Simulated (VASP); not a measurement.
# Ti (I4/mmm) in VASP: further runs

Runs on Ti. Level: PBEsol. Tasks: single point.

Everything below comes from runs of VASP 6.6.1. Logs are shortened: lines on timing, memory, paths and dates and some standing lists are left out, and cuts for length are marked.

## Step 1: The cell of the first run

The structure is tetragonal, space group I4/mmm (No. 139). Conventional cell: a = 2.741 Å, b = 2.741 Å, c = 3.697 Å, α = 90.00°, β = 90.00°, γ = 90.00°. Within 3.5 Å of Ti (site symmetry 4/mmm) lie 12 Ti at 2.68 to 2.74 Å.

## Step 2: Single point, PBEsol (volume 13.891 Å^3 an atom, c/a of the conventional cell 1.3484)

INCAR

```
SYSTEM = Ti
  ALGO = Normal
  EDIFF = 1E-7
  ENCUT = 520
  GGA = PS
  ISIF = 2
  ISMEAR = 0
  LASPH = .TRUE.
  LCHARG = .FALSE.
  LREAL = .FALSE.
  LWAVE = .FALSE.
  NBANDS = 12
  NELM = 100
  PREC = Accurate
  SIGMA = 0.15
```

KPOINTS

```
k-points
0
G
  22 22 22
  0 0 0
```

POSCAR

```
Ti
1.0
   -1.3707289715      1.3707289715      1.8482909452
    1.3707289715     -1.3707289715      1.8482909452
    1.3707289715      1.3707289715     -1.8482909452
Ti
1
Direct
    0.0000000000      0.0000000000      0.0000000000
```

Potentials or basis: VASP PAW PBE potentials, release 64 (Ti_sv).

The run is started by

```bash
cat potpaw_PBE.64/Ti_sv/POTCAR > POTCAR
mpirun -np 1 vasp_std > vasp.out
```

OUTCAR:

```text
SYSTEM = Ti
   EDIFF = 1E-7
   ENCUT = 520
   GGA = PS
   ISIF = 2
   ISMEAR = 0
   LASPH = .TRUE.
   LREAL = .FALSE.
   NELM = 100
   PREC = Accurate

 ion  position               nearest neighbor table
   1  0.000  0.000  0.000-

  LATTYP: Found a body centered tetragonal cell.
 ALAT       =     2.7414579430
 C/A-ratio  =     1.3484000000

  Lattice vectors:

 A1 = (  -1.3707289715,   1.3707289715,   1.8482909452)
 A2 = (   1.3707289715,  -1.3707289715,   1.8482909452)
 A3 = (   1.3707289715,   1.3707289715,  -1.8482909452)

Analysis of symmetry for initial positions (statically):
=====================================================================
 Subroutine PRICEL returns:
 Original cell was already a primitive cell.

 Routine SETGRP: Setting up the symmetry group for a
 body centered tetragonal supercell.

 Subroutine GETGRP returns: Found 16 space group operations
 (whereof 16 operations were pure point group operations)
 out of a pool of 16 trial point group operations.

The static configuration has the point symmetry D_4h.

Analysis of symmetry for dynamics (positions and initial velocities):
=====================================================================
 Subroutine PRICEL returns:
 Original cell was already a primitive cell.

 Routine SETGRP: Setting up the symmetry group for a
 body centered tetragonal supercell.

 Subroutine GETGRP returns: Found 16 space group operations
 (whereof 16 operations were pure point group operations)
 out of a pool of 16 trial point group operations.

The dynamic configuration has the point symmetry D_4h.

 Subroutine INISYM returns: Found 16 space group operations
 (whereof 16 operations are pure point group operations),
 and found     1 'primitive' translations

----------------------------------------------------------------------------------------

                                     Primitive cell

  volume of cell :      13.8910

  direct lattice vectors                    reciprocal lattice vectors
    -1.370728971  1.370728971  1.848290945     0.000000000  0.364769411  0.270520180
     1.370728971 -1.370728971  1.848290945     0.364769411  0.000000000  0.270520180
     1.370728971  1.370728971 -1.848290945     0.364769411  0.364769411  0.000000000

  length of vectors
     2.678427756  2.678427756  2.678427756     0.454134222  0.454134222  0.515861849

  position of ions in fractional coordinates (direct lattice)
     0.000000000  0.000000000  0.000000000

  ion indices of the primitive-cell ions
   primitive index   ion index
                 1           1

----------------------------------------------------------------------------------------

 KPOINTS: k-points

Automatic generation of k-mesh.
 Grid dimensions read from file:
 generate k-points for:   22   22   22

 Generating k-lattice:

  Cartesian coordinates                     Fractional coordinates (reciprocal lattice)
     0.000000000  0.016580428  0.012296372     0.045454545  0.000000000  0.000000000
     0.016580428  0.000000000  0.012296372     0.000000000  0.045454545  0.000000000
     0.016580428  0.016580428  0.000000000     0.000000000  0.000000000  0.045454545

  Length of vectors
     0.020642465  0.020642465  0.023448266

  Shift w.r.t. Gamma in fractional coordinates (k-lattice)
     0.000000000  0.000000000  0.000000000

 Subroutine IBZKPT returns following result:
 ===========================================

 Found    834 irreducible k-points:

 Following reciprocal coordinates:
            Coordinates               Weight
  0.000000  0.000000  0.000000      1.000000
  0.045455 -0.000000  0.000000      8.000000
  0.090909 -0.000000  0.000000      8.000000
  0.136364  0.000000  0.000000      8.000000
  0.181818 -0.000000  0.000000      8.000000
  0.227273 -0.000000  0.000000      8.000000
[... 16 lines left out ...]
  0.500000  0.045455  0.000000     16.000000
 -0.454545  0.045455 -0.000000     16.000000
 [... further k-points ...]
   k-points           NKPTS =    834   k-points in BZ     NKDIM =    834   number of bands    NBANDS=     12
   number of dos      NEDOS =    301   number of ions     NIONS =      1
   total plane-waves  NPLWV =   8000
   dimension x,y,z NGX =    20 NGY =   20 NGZ =   20
   dimension x,y,z NGXF=    40 NGYF=   40 NGZF=   40
   ions per type =               1
   NGX,Y,Z   is equivalent  to a cutoff of  12.41, 12.41, 12.41 a.u.
   NGXF,Y,Z  is equivalent  to a cutoff of  24.83, 24.83, 24.83 a.u.
 SYSTEM =  Ti
   PREC   = accura    normal or accurate (medium, high low for compatibility)
   ISTART =      0    job   : 0-new  1-cont  2-samecut
   ICHARG =      2    charge: 1-file 2-atom 10-const
   ISPIN  =      1    spin polarized calculation?
   LNONCOLLINEAR =      F non collinear calculations
   LSORBIT =      F    spin-orbit coupling
   LASPH  =      T    aspherical Exc in radial PAW
   ENCUT  =  520.0 eV  38.22 Ry    6.18 a.u.   4.98  4.98  4.98*2*pi/ulx,y,z
   NELM   =    100;   NELMIN=  2; NELMDL= -5     # of ELM steps
   EDIFF  = 0.1E-06   stopping-criterion for ELM
   LREAL  =      F    real-space projection
   EDIFFG = 0.1E-05   stopping-criterion for IOM
   NSW    =      0    number of steps for IOM
   IBRION =     -1    ionic relax: 0-MD 1-quasi-New 2-CG
   NFREE  =      0    steps in history (QN), initial steepest desc. (CG)
   ISIF   =      2    stress and relaxation
   ISYM   =      2    0-nonsym 1-usesym 2-fastsym
   POTIM  = 0.5000    time-step for ionic-motion
   TEBEG  =    0.0;   TEEND  =   0.0 temperature during run
   PSTRESS=    0.0 pullay stress
   NELECT =      12.0000    total number of electrons
   NUPDOWN=      -1.0000    fix difference up-down
   EMIN   =  10.00;   EMAX   =-10.00  energy-range for DOS
   EFERMI =   0.00;   METHOD = LEGACY
   ISMEAR =     0;   SIGMA  =   0.15  broadening in eV -4-tet -1-fermi 0-gaus
   EFERMI_NEDOS =   21; number of points for ismear=-14 and -15
   IALGO  =     38    algorithm
   IMIX   =      4    mixing-type and parameters
     AMIX     =   0.40;   BMIX     =  1.00
     AMIX_MAG =   1.60;   BMIX_MAG =  1.00
  volume/ion in A,a.u.               =      13.89        93.74
  Fermi-wavevector in a.u.,A,eV,Ry     =   1.559160  2.946386 33.075498  2.430981
  Thomas-Fermi vector in A             =   2.662559
   LORBIT       =      0    0 simple, 1 ext, 2 COOP (PROOUT), +10 PAW based schemes
   GGA     = PS    functional components
   LHFCALC =     F    Hartree Fock is set to
   AEXX    =    0.0000 exact exchange contribution
   IVDW    =     0    specifies the selected vdW correction
   LEPSILON=     F    determine dielectric tensor
   LRPA    =     F    only Hartree local field effects (RPA)
 non-spin polarized calculation
 Gauss-broadening in eV      SIGMA  =   0.15
  energy-cutoff  :      520.00
  volume of cell :       13.89
 maximum number of plane-waves:       386
   NGX =  9   NGY =  9   NGZ =  9

 number of electron      11.9999997 magnetization

 Free energy of the ion-electron system (eV)
  ---------------------------------------------------
  ext. energy  EPLUGINS =         0.00000000
  ---------------------------------------------------
  free energy    TOTEN  =        -8.07986321 eV

  energy without entropy =       -8.06443735  energy(sigma->0) =       -8.07215028

 E-fermi :  10.6758     XC(G=0): -12.7463

 val. band max:       10.6743622484   @ k =   0.1818   0.1364   0.1364
 cond. band min:      10.6805660043   @ k =   0.3182   0.1818   0.0455
 fundamental gap:      0.0062037559
 Fermi energy:        10.6757979057

 k-point     1 :       0.0000    0.0000    0.0000
  band No.  band energies     occupation
      1     -45.4952      2.00000
      2     -21.0679      2.00000
      3     -21.0679      2.00000
      4     -21.0575      2.00000
      5       4.1450      2.00000
      6      11.5114      0.00000
      7      11.5114      0.00000
      8      11.9750      0.00000
      9      13.5540      0.00000
     10      14.1129      0.00000
     11      27.2298      0.00000
     12      32.2454      0.00000

 k-point     2 :       0.0455   -0.0000    0.0000
  band No.  band energies     occupation
      1     -45.4893      2.00000
      2     -21.0944      2.00000
      3     -21.0722      2.00000
      4     -21.0631      2.00000
      5       4.2294      2.00000
      6      11.4868      0.00000
      7      11.5439      0.00000
      8      11.9750      0.00000
      9      13.5349      0.00000
     10      14.0844      0.00000
     11      27.3353      0.00000
     12      31.8651      0.00000

 k-point     3 :       0.0909   -0.0000    0.0000
  band No.  band energies     occupation
      1     -45.4719      2.00000
      2     -21.1793      2.00000
      3     -21.0847      2.00000
      4     -21.0712      2.00000
      5       4.4768      2.00000
      6      11.3849      0.00000
      7      11.6307      0.00000
      8      12.0089      0.00000
      9      13.4910      0.00000
     10      14.0096      0.00000
     11      27.6178      0.00000
     12      30.8049      0.00000
[... 286 lines left out ...]
 k-point    23 :       0.5000    0.0455    0.0000
  band No.  band energies     occupation
      1     -45.1918      2.00000
      2     -22.4217      2.00000
      3     -21.2889      2.00000
      4     -21.1962      2.00000
      5       7.5811      2.00000
      6      11.1186      0.00003
      7      11.7203      0.00000
      8      12.0527      0.00000
      9      15.2393      0.00000
     10      15.5677      0.00000
     11      21.5179      0.00000
     12      26.4854      0.00000

 k-point    24 :      -0.4545    0.0455   -0.0000
  band No.  band energies     occupation
      1     -45.2025      2.00000
      2     -22.3774      2.00000
      3     -21.2789      2.00000
      4     -21.1950      2.00000
      5       7.5573      2.00000
      6      11.1480      0.00001
      7      11.6486      0.00000
      8      11.9338      0.00000
      9      15.1707      0.00000
     10      15.3769      0.00000
     11      21.9229      0.00000
     12      26.6487      0.00000

 [... further k-points ...]
[... 5 lines left out ...]
  --------------------------------------------------------------------------------------
  -------------------------------------------------------------------------------------
  Total        2.3541531      2.3541531      2.4795044      0.0000000      0.0000000      0.0000000
  in kB      271.5262161    271.5262161    285.9841425      0.0000000      0.0000000      0.0000000
  external PRESSURE =     276.3455249 kB  Pullay stress =       0.0000000 kB

 VOLUME and BASIS-vectors are now :
 -----------------------------------------------------------------------------
  energy-cutoff  :      520.00
  volume of cell :       13.89
      direct lattice vectors                 reciprocal lattice vectors
    -1.370728971  1.370728971  1.848290945     0.000000000  0.364769411  0.270520180
     1.370728971 -1.370728971  1.848290945     0.364769411  0.000000000  0.270520180
     1.370728971  1.370728971 -1.848290945     0.364769411  0.364769411  0.000000000

 POSITION                                       TOTAL-FORCE (eV/Angst)
 -----------------------------------------------------------------------------------
      0.00000      0.00000      0.00000        -0.000000     -0.000000      0.000000
 -----------------------------------------------------------------------------------
    total drift:                               -0.000000     -0.000000      0.000000

  FREE ENERGIE OF THE ION-ELECTRON SYSTEM (eV)
  ---------------------------------------------------
  free  energy   TOTEN  =        -8.0798632107 eV

  energy  without entropy=       -8.0644373469  energy(sigma->0) =       -8.07215028
```

Wall time 57 s (1 thread of AMD EPYC 9R45 (Zen 5), shared host); peak memory 0.21 GiB.

Results:

| Quantity | Value |
| --- | --- |
| Free energy | -8.0799 eV |
| Pressure | 27.6 GPa |
| Band gap on the k mesh | zero (band 6 reaches 11.56 eV, above the bottom of band 7 at 9.96 eV) |

Stress tensor (GPa, compression positive):
```
27.15  0.00  0.00
 0.00 27.15  0.00
 0.00  0.00 28.60
```

Caveat: the PAW data sets were made with another functional, which shifts forces and pressure a little.

## Step 3: Single point, PBEsol (volume 13.891 Å^3 an atom, c/a of the conventional cell 1.0776)

INCAR

```
PREC     = Accurate       # precision mode
ENCUT    = 520            # plane-wave cutoff, eV
EDIFF    = 1E-6           # SCF threshold, eV
ISMEAR   = 0              # smearing method
SIGMA    = 0.15           # smearing width, eV
LREAL    = F              # projectors in reciprocal space
LASPH    = T              # aspherical terms in the spheres
NELM     = 80             # most SCF steps
ALGO     = Normal         # electronic algorithm
ISIF     = 2              # what is computed and relaxed
LWAVE    = F              # write WAVECAR
LCHARG   = T              # write CHGCAR
GGA      = PS             # functional
LELF     = T              # ELF
LVHAR    = T            
NBANDS   = 12             # bands
```

KPOINTS

```
regular mesh
0
Gamma
  22 22 22
```

POSCAR

```
Ti
1.0
   -1.4770844034      1.4770844034      1.5917061531
    1.4770844034     -1.4770844034      1.5917061531
    1.4770844034      1.4770844034     -1.5917061531
Ti
1
Direct
    0.0000000000      0.0000000000      0.0000000000
```

Potentials or basis: VASP PAW PBE potentials, release 64 (Ti_sv).

The run is started by

```bash
cat potpaw_PBE.64/Ti_sv/POTCAR > POTCAR
mpirun -np 1 vasp_std > vasp.out
```

It took 56 s on 1 thread of AMD EPYC 9R45 (Zen 5), shared host; peak memory 0.21 GiB.

The run converged. Its results:

- Free energy: -8.0628 eV
- Pressure: 25.6 GPa
- Band gap on the k mesh: zero (band 6 reaches 11.62 eV, above the bottom of band 7 at 9.74 eV)

Levels at points of the mesh, in eV from the Fermi level:
| k point | band 2 | band 3 | band 4 | band 5 | band 6 | band 7 | band 8 | band 9 | band 10 | band 11 |
| --- | --- | --- | --- | --- | --- | --- | --- | --- | --- | --- |
| (0.00, 0.00, 0.00) | -31.52 | -31.52 | -31.52 | -6.36 | 0.94 | 0.94 | 1.61 | 3.00 | 3.79 | 18.11 |
| (0.50, 0.00, 0.00) | -32.89 | -31.89 | -31.52 | -3.07 | -0.43 | 1.86 | 3.00 | 4.05 | 5.52 | 11.34 |
| (0.50, 0.50, 0.00) | -32.87 | -31.98 | -31.60 | -3.17 | -1.25 | 2.49 | 4.01 | 4.22 | 5.66 | 11.95 |
| (0.50, 0.50, 0.50) | -32.55 | -32.35 | -32.35 | -3.15 | -2.87 | 4.99 | 5.17 | 5.17 | 8.92 | 11.19 |

Caveat: the PAW data sets were made with another functional, which shifts forces and pressure a little.

## Step 4: Single point, PBEsol (volume 13.891 Å^3 an atom, c/a of the conventional cell 1.2513)

INCAR

```
SYSTEM = Ti
PREC = Accurate
ENCUT = 520
EDIFF = 1E-6
ISMEAR = 0
SIGMA = 0.15
LREAL = .FALSE.
LASPH = .TRUE.
NELM = 80
ALGO = Fast
ISIF = 2
LWAVE = .FALSE.
LCHARG = .FALSE.
GGA = PS
NBANDS = 12
```

KPOINTS

```
Automatic mesh
0
G
  22 22 22
  0 0 0
```

POSCAR

```
Ti
1.0
   -1.4053053247      1.4053053247      1.7584585528
    1.4053053247     -1.4053053247      1.7584585528
    1.4053053247      1.4053053247     -1.7584585528
Ti
1
Direct
    0.0000000000      0.0000000000      0.0000000000
```

Potentials or basis: VASP PAW PBE potentials, release 64 (Ti_sv).

The run is started by

```bash
cat potpaw_PBE.64/Ti_sv/POTCAR > POTCAR
mpirun -np 1 vasp_std > vasp.out
```

OUTCAR:

```text
SYSTEM = Ti
   PREC = Accurate
   ENCUT = 520
   EDIFF = 1E-6
   ISMEAR = 0
   LREAL = .FALSE.
   LASPH = .TRUE.
   NELM = 80
   ISIF = 2
   GGA = PS

 ion  position               nearest neighbor table
   1  0.000  0.000  0.000-

  LATTYP: Found a body centered tetragonal cell.
 ALAT       =     2.8106106494
 C/A-ratio  =     1.2513000000

  Lattice vectors:

 A1 = (  -1.4053053247,   1.4053053247,   1.7584585528)
 A2 = (   1.4053053247,  -1.4053053247,   1.7584585528)
 A3 = (   1.4053053247,   1.4053053247,  -1.7584585528)
[... 531 lines left out ...]
      4     -21.1315      2.00000
      5       7.5441      2.00000
      6      10.7915      0.13924
      7      11.6713      0.00000
      8      12.4080      0.00000
      9      14.9709      0.00000
     10      15.5449      0.00000
     11      22.0080      0.00000
     12      26.4655      0.00000

 [... further k-points ...]
[... 5 lines left out ...]
  --------------------------------------------------------------------------------------
  -------------------------------------------------------------------------------------
  Total        2.2900253      2.2900253      2.5065419      0.0000000     -0.0000000      0.0000000
  in kB      264.1297725    264.1297725    289.1026328      0.0000000     -0.0000000      0.0000000
  external PRESSURE =     272.4540592 kB  Pullay stress =       0.0000000 kB

 VOLUME and BASIS-vectors are now :
 -----------------------------------------------------------------------------
  energy-cutoff  :      520.00
  volume of cell :       13.89
      direct lattice vectors                 reciprocal lattice vectors
    -1.405305325  1.405305325  1.758458553     0.000000000  0.355794567  0.284339940
     1.405305325 -1.405305325  1.758458553     0.355794567  0.000000000  0.284339940
     1.405305325  1.405305325 -1.758458553     0.355794567  0.355794567  0.000000000

 POSITION                                       TOTAL-FORCE (eV/Angst)
 -----------------------------------------------------------------------------------
      0.00000      0.00000      0.00000         0.000000     -0.000000      0.000000
 -----------------------------------------------------------------------------------
    total drift:                                0.000000     -0.000000     -0.000000

  FREE ENERGIE OF THE ION-ELECTRON SYSTEM (eV)
  ---------------------------------------------------
  free  energy   TOTEN  =        -8.0704091359 eV

  energy  without entropy=       -8.0522785148  energy(sigma->0) =       -8.06134383
```

stdout:

```text
POSCAR found type information on POSCAR Ti
 POSCAR found :  1 types and       1 ions
 scaLAPACK will be used
 -----------------------------------------------------------------------------
|                                                                             |
|                                                                             |
|     You enforced a specific xc type in the INCAR file but a different       |
[... 20 lines left out ...]
WARNING in EDDRMM: call to ZHEGV failed, returncode =   8  4     12
WARNING in EDDRMM: call to ZHEGV failed, returncode =   6  3      5
WARNING in EDDRMM: call to ZHEGV failed, returncode =   6  3      5
WARNING in EDDRMM: call to ZHEGV failed, returncode =   6  3      5
WARNING in EDDRMM: call to ZHEGV failed, returncode =   6  3      5
WARNING in EDDRMM: call to ZHEGV failed, returncode =   8  4      5
WARNING in EDDRMM: call to ZHEGV failed, returncode =   8  4      5
```

It took 1.8 min on 1 thread of AMD EPYC 9R45 (Zen 5), shared host; peak memory 0.21 GiB.

What came out:

```yaml
Free_energy: -8.0704 eV
Pressure: 27.2 GPa
Band_gap_on_the_k_mesh: zero (band 6 reaches 11.56 eV, above the bottom of band 7 at 9.88 eV)
```

Stress tensor (GPa, compression positive):
```
26.41  0.00  0.00
 0.00 26.41  0.00
 0.00  0.00 28.91
```

Caveat: the PAW data sets were made with another functional, which shifts forces and pressure a little.

## Step 5: Summary

```csv
cell,gap on the mesh (eV),pressure (GPa)
"a = 2.678 Å, angles 118.4, 118.4, 92.7°, 1 atom",none,27.6
"a = 2.626 Å, angles 111.6, 111.6, 105.4°, 1 atom",none,25.6
"a = 2.654 Å, angles 116.0, 116.0, 97.0°, 1 atom",none,27.2
```

Alike in all rows: task single point; level PBEsol; potentials or basis VASP PAW PBE potentials, release 64 (Ti_sv); no spin polarisation; k mesh 22 × 22 × 22; cutoff (eV) 520; smearing gaussian 0.15 eV.

Caveats: the PAW data sets were made with another functional, which shifts forces and pressure a little.

Absolute energies hang on the potentials; compare differences alone.
